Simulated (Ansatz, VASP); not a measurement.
## BiB: VASP beside Ansatz

POSCAR

```
BiB
1.0
    0.0000000000      2.7448744688      2.7448744688
    2.7448744688      0.0000000000      2.7448744688
    2.7448744688      2.7448744688      0.0000000000
B Bi
1 1
Direct
    0.0000000000      0.0000000000      0.0000000000
    0.2500000000      0.2500000000      0.2500000000
```

Contents of INCAR.step1:

```
PREC = Accurate
ENCUT = 520
EDIFF = 1E-5
ISMEAR = 0
SIGMA = 0.01
LREAL = F
LASPH = T
NELM = 80
ALGO = Normal
ISIF = 2
LWAVE = T
NBANDS = 16
GGA = PE
```

INCAR.step2

```
PREC = Accurate
ENCUT = 520
EDIFF = 1E-6
ISMEAR = 0
SIGMA = 0.01
LREAL = F
LASPH = T
NELM = 80
ALGO = Normal
ISIF = 2
LWAVE = F
LCHARG = T
GGA = PE
LHFCALC = T
AEXX = 0.4
HFSCREEN = 0.2078
PRECFOCK = Normal
LELF = T
LVHAR = T
NBANDS = 16
ISTART = 1
```

File KPOINTS:

```
Automatic mesh
0
Gamma
  4 4 4
```

Input for Ansatz:

```yaml
crystal:
  lattice:
    - [0.0, 2.7448744688, 2.7448744688]
    - [2.7448744688, 0.0, 2.7448744688]
    - [2.7448744688, 2.7448744688, 0.0]
  atoms:
    - { symbol: B, position: [0.0, 0.0, 0.0] }
    - { symbol: Bi, position: [0.25, 0.25, 0.25] }
kpoints:
  mp_grid: { grid: [4, 4, 4] }
hamiltonian:
  xc:
    exchange: pbe
    correlation: pbe
    exx: { coeff: 0.4, omega: 0.2078 }
scf:
  occupations: { method: fixed }
  n_extra_bands: 4
output:
  forces: true
  stress: true
  eigenvalues: true
```

Alike in both runs: task single point; functional PBE-based screened hybrid; k mesh 4 × 4 × 4; no spin polarisation.

|  | VASP | Ansatz |
| --- | --- | --- |
| version | VASP 6.6.1 | Ansatz 0.2.0 |
| potentials or method | VASP PAW PBE potentials, release 64 (B, Bi_d) | plane waves |
| plane-wave cutoff (eV) | 520 | 420 |
| occupations | gaussian, width 0.01 eV | fixed |
| valence electrons in the cell | 18 | 18 |

```csv
,VASP,Ansatz,Ansatz less VASP
gap on the k mesh at the Fermi level (eV),1.39,1.40,+0.012
pressure (GPa),-3.6,-3.6,+0.02
```

VASP's potentials were made for PBE, not for PBE-based screened hybrid. Ansatz's warnings: stress exchange threshold loose, stress scf threshold loose.

The k mesh is coarse, so the values compare programs but aren't converged. Spin-orbit coupling is off throughout.
